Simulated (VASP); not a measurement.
# WS2 in VASP: a series of runs, part 2 of 2

VASP 6.6.1.

**3. Single point, r2SCAN (epitaxial xy strain +4.9%)**

Input file POSCAR:

```
WS2
1.0
    3.3237618983      0.0000000000      0.0000000000
   -1.6618809492      2.8784622400      0.0000000000
    0.0000000000      0.0000000000     16.5150225480
W S
1 2
Direct
    0.3333333333      0.6666666667      0.0000000000
    0.6666666667      0.3333333333      0.9083441729
    0.6666666667      0.3333333333      0.0916558271
```

Input file INCAR.step1:

```
SYSTEM = WS2
ALGO = Normal
EDIFF = 1E-4
ENCUT = 520
GGA = PE
ISMEAR = 0
LASPH = .True.
LCHARG = .False.
LREAL = .False.
LWAVE = .True.
NBANDS = 20
NELM = 100
PREC = Accurate
SIGMA = 0.01
```

Input file INCAR.step2:

```
SYSTEM = WS2
ALGO = Normal
EDIFF = 1E-7
ENCUT = 520
ISIF = 2
ISMEAR = 0
ISTART = 1
LASPH = .True.
LCHARG = .False.
LMIXTAU = .True.
LREAL = .False.
LWAVE = .False.
METAGGA = R2SCAN
NBANDS = 20
NELM = 100
PREC = Accurate
SIGMA = 0.01
```

Input file KPOINTS:

```
k-points
0
Gamma
  12 12 2
  0 0 0
```

Potentials or basis: VASP PAW PBE potentials, release 64 (W_sv, S).

Command:

```bash
cat potpaw_PBE.64/W_sv/POTCAR potpaw_PBE.64/S/POTCAR > POTCAR
cp INCAR.step1 INCAR
mpirun -np 1 vasp_std > vasp.out
cp INCAR.step2 INCAR
mpirun -np 1 vasp_std > vasp.out
```

OUTCAR:

```text
SYSTEM = WS2
   EDIFF = 1E-7
   ENCUT = 520
   ISIF = 2
   ISMEAR = 0
   ISTART = 1
   LASPH = .True.
   LREAL = .False.
   METAGGA = R2SCAN
   NELM = 100
   PREC = Accurate

 ion  position               nearest neighbor table
   1  0.333  0.667  0.000-   2 2.44   3 2.44   2 2.44   3 2.44   2 2.44   3 2.44
   2  0.667  0.333  0.908-   1 2.44   1 2.44   1 2.44
   3  0.667  0.333  0.092-   1 2.44   1 2.44   1 2.44

  LATTYP: Found a hexagonal cell.
 ALAT       =     3.3237618983
 C/A-ratio  =     4.9687742544

  Lattice vectors:

 A1 = (   3.3237618983,   0.0000000000,   0.0000000000)
 A2 = (  -1.6618809492,   2.8784622400,   0.0000000000)
 A3 = (   0.0000000000,   0.0000000000,  16.5150225480)

Analysis of symmetry for initial positions (statically):
=====================================================================
 Subroutine PRICEL returns:
 Original cell was already a primitive cell.

 Routine SETGRP: Setting up the symmetry group for a
 hexagonal supercell.

 Subroutine GETGRP returns: Found 12 space group operations
 (whereof 12 operations were pure point group operations)
 out of a pool of 24 trial point group operations.

The static configuration has the point symmetry D_3h.

Analysis of symmetry for dynamics (positions and initial velocities):
=====================================================================
 Subroutine PRICEL returns:
 Original cell was already a primitive cell.

 Routine SETGRP: Setting up the symmetry group for a
 hexagonal supercell.

 Subroutine GETGRP returns: Found 12 space group operations
 (whereof 12 operations were pure point group operations)
 out of a pool of 24 trial point group operations.

The dynamic configuration has the point symmetry D_3h.

 Subroutine INISYM returns: Found 12 space group operations
 (whereof 12 operations are pure point group operations),
 and found     1 'primitive' translations

----------------------------------------------------------------------------------------

                                     Primitive cell

  volume of cell :     158.0046

  direct lattice vectors                    reciprocal lattice vectors
     3.323761898  0.000000000  0.000000000     0.300863910  0.173703859  0.000000000
    -1.661880949  2.878462240  0.000000000     0.000000000  0.347407719  0.000000000
     0.000000000  0.000000000 16.515022548     0.000000000  0.000000000  0.060550932

  length of vectors
     3.323761898  3.323761898 16.515022548     0.347407719  0.347407719  0.060550932

  position of ions in fractional coordinates (direct lattice)
     0.333333333  0.666666667  0.000000000
     0.666666667  0.333333333  0.908344173
     0.666666667  0.333333333  0.091655827

  ion indices of the primitive-cell ions
   primitive index   ion index
                 1           1
                 2           2
                 3           3

----------------------------------------------------------------------------------------

 KPOINTS: k-points

Automatic generation of k-mesh.
 Grid dimensions read from file:
 generate k-points for:   12   12    2

 Generating k-lattice:

  Cartesian coordinates                     Fractional coordinates (reciprocal lattice)
     0.025071992  0.014475322  0.000000000     0.083333333  0.000000000  0.000000000
     0.000000000  0.028950643  0.000000000     0.000000000  0.083333333  0.000000000
     0.000000000  0.000000000  0.030275466     0.000000000  0.000000000  0.500000000

  Length of vectors
     0.028950643  0.028950643  0.030275466

  Shift w.r.t. Gamma in fractional coordinates (k-lattice)
     0.000000000  0.000000000  0.000000000

 Subroutine IBZKPT returns following result:
 ===========================================

 Found     38 irreducible k-points:

 Following reciprocal coordinates:
            Coordinates               Weight
  0.000000  0.000000  0.000000      1.000000
  0.083333  0.000000  0.000000      6.000000
  0.166667  0.000000  0.000000      6.000000
  0.250000  0.000000  0.000000      6.000000
  0.333333  0.000000  0.000000      6.000000
  0.416667  0.000000  0.000000      6.000000
[... 16 lines left out ...]
  0.250000  0.000000  0.500000      6.000000
  0.333333  0.000000  0.500000      6.000000
 [... further k-points ...]
   k-points           NKPTS =     38   k-points in BZ     NKDIM =     38   number of bands    NBANDS=     20
   number of dos      NEDOS =    301   number of ions     NIONS =      3
   total plane-waves  NPLWV =  98784
   dimension x,y,z NGX =    28 NGY =   28 NGZ =  126
   dimension x,y,z NGXF=    56 NGYF=   56 NGZF=  252
   ions per type =               1   2
   NGX,Y,Z   is equivalent  to a cutoff of  14.00, 14.00, 12.68 a.u.
   NGXF,Y,Z  is equivalent  to a cutoff of  28.01, 28.01, 25.37 a.u.
 SYSTEM =  WS2
   PREC   = accura    normal or accurate (medium, high low for compatibility)
   ISTART =      1    job   : 0-new  1-cont  2-samecut
   ICHARG =      0    charge: 1-file 2-atom 10-const
   ISPIN  =      1    spin polarized calculation?
   LNONCOLLINEAR =      F non collinear calculations
   LSORBIT =      F    spin-orbit coupling
   LASPH  =      T    aspherical Exc in radial PAW
   ENCUT  =  520.0 eV  38.22 Ry    6.18 a.u.   6.18  6.18 30.71*2*pi/ulx,y,z
   NELM   =    100;   NELMIN=  2; NELMDL=  0     # of ELM steps
   EDIFF  = 0.1E-06   stopping-criterion for ELM
   LREAL  =      F    real-space projection
   EDIFFG = 0.1E-05   stopping-criterion for IOM
   NSW    =      0    number of steps for IOM
   IBRION =     -1    ionic relax: 0-MD 1-quasi-New 2-CG
   NFREE  =      0    steps in history (QN), initial steepest desc. (CG)
   ISIF   =      2    stress and relaxation
   ISYM   =      2    0-nonsym 1-usesym 2-fastsym
   POTIM  = 0.5000    time-step for ionic-motion
   TEBEG  =    0.0;   TEEND  =   0.0 temperature during run
   PSTRESS=    0.0 pullay stress
   NELECT =      26.0000    total number of electrons
   NUPDOWN=      -1.0000    fix difference up-down
   EMIN   =  10.00;   EMAX   =-10.00  energy-range for DOS
   EFERMI =   0.00;   METHOD = LEGACY
   ISMEAR =     0;   SIGMA  =   0.01  broadening in eV -4-tet -1-fermi 0-gaus
   EFERMI_NEDOS =   21; number of points for ismear=-14 and -15
   IALGO  =     38    algorithm
   IMIX   =      4    mixing-type and parameters
     AMIX     =   0.40;   BMIX     =  1.00
     AMIX_MAG =   1.60;   BMIX_MAG =  1.00
  volume/ion in A,a.u.               =      52.67       355.42
  Fermi-wavevector in a.u.,A,eV,Ry     =   0.897104  1.695281 10.949906  0.804795
  Thomas-Fermi vector in A             =   2.019646
   LORBIT       =      0    0 simple, 1 ext, 2 COOP (PROOUT), +10 PAW based schemes
   METAGGA = R2SCAN    functional components
   LHFCALC =     F    Hartree Fock is set to
   AEXX    =    0.0000 exact exchange contribution
   IVDW    =     0    specifies the selected vdW correction
   LEPSILON=     F    determine dielectric tensor
   LRPA    =     F    only Hartree local field effects (RPA)
 non-spin polarized calculation
 Gauss-broadening in eV      SIGMA  =   0.01
  energy-cutoff  :      520.00
  volume of cell :      158.00
 maximum number of plane-waves:      4278
 NGX is ok and might be reduce to    28
   NGX = 13   NGY = 13   NGZ = 61

 number of electron      26.0000001 magnetization

 Free energy of the ion-electron system (eV)
  ---------------------------------------------------
  ext. energy  EPLUGINS =         0.00000000
  ---------------------------------------------------
  free energy    TOTEN  =       -69.85319879 eV

  energy without entropy =      -69.85319879  energy(sigma->0) =      -69.85319879

 E-fermi :  -1.0250     XC(G=0):  -4.4838

 val. band max:       -1.2808064694   @ k =   0.0000   0.0000   0.5000
 cond. band min:      -0.4289180402   @ k =   0.3333   0.3333   0.0000
 fundamental gap:      0.8518884292
 Fermi energy:        -1.0250205515

 k-point     1 :       0.0000    0.0000    0.0000
  band No.  band energies     occupation
      1     -77.8932      2.00000
      2     -41.3797      2.00000
      3     -41.3642      2.00000
      4     -41.3642      2.00000
      5     -16.8581      2.00000
      6     -15.0705      2.00000
[... 12 lines left out ...]
     19       4.2894      0.00000
[... 513 lines left out ...]
      4     -41.3487      2.00000
      5     -15.6079      2.00000
      6     -14.6979      2.00000
[... 12 lines left out ...]
     19       6.0973      0.00000
     20       6.1091      0.00000

 [... further k-points ...]

------------------------ aborting loop because EDIFF is reached ----------------------------------------

  FORCE on cell =-STRESS in cart. coord.  units (eV):
  Direction    XX          YY          ZZ          XY          YZ          ZX
  --------------------------------------------------------------------------------------
  -------------------------------------------------------------------------------------
  Total       -4.2607667     -4.2607667      0.0603633      0.0000000      0.0000000     -0.0000000
  in kB      -43.2044740    -43.2044740      0.6120885      0.0000000      0.0000000     -0.0000000
  external PRESSURE =     -28.5989531 kB  Pullay stress =       0.0000000 kB

 VOLUME and BASIS-vectors are now :
 -----------------------------------------------------------------------------
  energy-cutoff  :      520.00
  volume of cell :      158.00
      direct lattice vectors                 reciprocal lattice vectors
     3.323761898  0.000000000  0.000000000     0.300863910  0.173703859  0.000000000
    -1.661880949  2.878462240  0.000000000     0.000000000  0.347407719  0.000000000
     0.000000000  0.000000000 16.515022548     0.000000000  0.000000000  0.060550932

 POSITION                                       TOTAL-FORCE (eV/Angst)
 -----------------------------------------------------------------------------------
     -0.00000      1.91897      0.00000        -0.000000      0.000000      0.000000
      1.66188      0.95949     15.00132         0.000000     -0.000000     -0.027860
      1.66188      0.95949      1.51370         0.000000     -0.000000      0.027860
 -----------------------------------------------------------------------------------
    total drift:                                0.000001     -0.000001     -0.000000

  FREE ENERGIE OF THE ION-ELECTRON SYSTEM (eV)
  ---------------------------------------------------
  free  energy   TOTEN  =       -69.8531987902 eV

  energy  without entropy=      -69.8531987902  energy(sigma->0) =      -69.85319879
```

It took 6.9 min on 1 thread of Intel Xeon 6975P-C (Granite Rapids), shared host; peak memory 0.4 GiB.

Results:

- Free energy: -69.8532 eV
- Largest force: 0.028 eV/Å
- Band gap on the k mesh: 0.85 eV (least direct gap 1.41 eV)

Forces in eV/Å, atoms in the order of the input:
```
W    0.000  0.000  0.000
S    0.000  0.000 -0.028
S    0.000  0.000  0.028
```

Caveat: the cell differs from its parent crystal (epitaxial xy strain +4.9%); the PAW data sets were made with another functional, which shifts forces and pressure a little; spin-orbit coupling is left out, which moves the levels of the heavy elements.

**4. Single point, PBE (uniaxial y strain +1.5%)**

Input file INCAR:

```
SYSTEM = WS2
PREC = Accurate
ENCUT = 520
EDIFF = 1E-7
ISMEAR = -1
SIGMA = 0.02
LREAL = .False.
LASPH = .True.
NELM = 100
ALGO = Normal
ISIF = 2
LWAVE = .False.
LCHARG = .True.
GGA = PE
LELF = .True.
LVHAR = .True.
NBANDS = 20
```

Input file KPOINTS:

```
regular mesh
0
Gamma
  12 12 2
  0 0 0
```

Input file POSCAR:

```
WS2
1.0
    3.1697138073      0.0000000000      0.0000000000
   -1.5848569037      2.7870519858      0.0000000000
    0.0000000000      0.0000000000     16.9263324260
W S
1 2
Direct
    0.3338607918      0.6677215836      0.0000000000
    0.6664029374      0.3328058749      0.9081822398
    0.6664029374      0.3328058749      0.0918177602
```

Potentials or basis: VASP PAW PBE potentials, release 64 (W_sv, S).

Command:

```bash
cat potpaw_PBE.64/W_sv/POTCAR potpaw_PBE.64/S/POTCAR > POTCAR
mpirun -np 1 vasp_std > vasp.out
```

OUTCAR:

```text
SYSTEM = WS2
   PREC = Accurate
   ENCUT = 520
   EDIFF = 1E-7
   ISMEAR = -1
   LREAL = .False.
   LASPH = .True.
   NELM = 100
   ISIF = 2
   GGA = PE

 ion  position               nearest neighbor table
   1  0.334  0.668  0.000-   2 2.41   3 2.41   2 2.41   3 2.41   2 2.42   3 2.42
   2  0.666  0.333  0.908-   1 2.41   1 2.41   1 2.42
   3  0.666  0.333  0.092-   1 2.41   1 2.41   1 2.42

  LATTYP: Found a base centered orthorhombic cell.
 ALAT       =     3.1697138073
 B/A-ratio  =     1.7585511849
 C/A-ratio  =     5.3400191484

  Lattice vectors:
[... 742 lines left out ...]

  FORCE on cell =-STRESS in cart. coord.  units (eV):
  Direction    XX          YY          ZZ          XY          YZ          ZX
  --------------------------------------------------------------------------------------
  -------------------------------------------------------------------------------------
  Total        0.6054009     -0.3408828      0.8885443      0.0000000      0.0000000      0.0000000
  in kB        6.4867275     -3.6524789      9.5205420      0.0000000      0.0000000      0.0000000
  external PRESSURE =       4.1182635 kB  Pullay stress =       0.0000000 kB

 VOLUME and BASIS-vectors are now :
 -----------------------------------------------------------------------------
  energy-cutoff  :      520.00
  volume of cell :      149.53
      direct lattice vectors                 reciprocal lattice vectors
     3.169713807  0.000000000  0.000000000     0.315485896  0.179401031  0.000000000
    -1.584856904  2.787051986  0.000000000     0.000000000  0.358802062  0.000000000
     0.000000000  0.000000000 16.926332426     0.000000000  0.000000000  0.059079544

 POSITION                                       TOTAL-FORCE (eV/Angst)
 -----------------------------------------------------------------------------------
     -0.00000      1.86097      0.00000        -0.000000      0.011380      0.000000
      1.58486      0.92755     15.37219         0.000000     -0.005690     -0.295062
      1.58486      0.92755      1.55414         0.000000     -0.005690      0.295062
 -----------------------------------------------------------------------------------
    total drift:                                0.000000      0.000007      0.000000

  FREE ENERGIE OF THE ION-ELECTRON SYSTEM (eV)
  ---------------------------------------------------
  free  energy   TOTEN  =       -23.6664880540 eV

  energy  without entropy=      -23.6664880540  energy(sigma->0) =      -23.66648805
```

Wall time 2.5 min (1 thread of Intel Xeon 6975P-C (Granite Rapids), shared host); peak memory 0.41 GiB.

What came out:

| Item | Value |
| --- | --- |
| Free energy | -23.6665 eV |
| Largest force | 0.295 eV/Å |
| Band gap on the k mesh | 1.70 eV (least direct gap 1.75 eV) |

Forces on the atoms (eV/Å):
```
W    0.000  0.011  0.000
S    0.000 -0.006 -0.295
S    0.000 -0.006  0.295
```

Levels at points of the mesh, in eV from the valence-band top:
```
           k point  band 11  band 12  band 13  band 14  band 15  band 16
(0.00, 0.00, 0.00)    -1.78    -1.68     0.00     2.78     2.88     2.95
(0.50, 0.00, 0.00)    -2.10    -1.42    -0.93     2.75     3.26     4.02
(0.00, 0.50, 0.00)    -2.15    -1.27    -1.00     2.74     3.21     4.08
(0.00, 0.00, 0.50)    -1.78    -1.68     0.00     2.78     2.88     2.95
(0.50, 0.00, 0.50)    -2.10    -1.42    -0.93     2.75     3.26     4.02
(0.00, 0.50, 0.50)    -2.15    -1.27    -1.00     2.74     3.21     4.08
```

Caveat: the cell differs from its parent crystal (uniaxial y strain +1.5%); spin-orbit coupling is left out, which moves the levels of the heavy elements.

**5. The runs side by side**

| level | cell | smearing | gap on the mesh (eV) | largest force (eV/Å) |
| --- | --- | --- | --- | --- |
| r2SCAN | a = 3.101, b = 3.101, c = 16.561 Å, angles 90.0, 90.0, 120.0°, 3 atoms, atomic positions A | gaussian 0.01 eV | 2.10 | 0.04 |
| r2SCAN | a = 3.324, b = 3.324, c = 16.515 Å, angles 90.0, 90.0, 120.0°, 3 atoms, atomic positions B | gaussian 0.01 eV | 0.85 | 0.03 |
| PBE | a = 3.170, b = 3.206, c = 16.926 Å, angles 90.0, 90.0, 119.6°, 3 atoms, atomic positions B | fermi-dirac 0.02 eV | 1.70 | 0.30 |

Alike in all rows: task single point; potentials or basis VASP PAW PBE potentials, release 64 (W_sv, S); no spin polarisation; k mesh 12 × 12 × 2; cutoff (eV) 520.

Caveats: spin-orbit coupling is left out, which moves the levels of the heavy elements; the PAW data sets were made with another functional, which shifts forces and pressure a little (at least some runs).

Absolute energies hang on the potentials; compare differences alone.
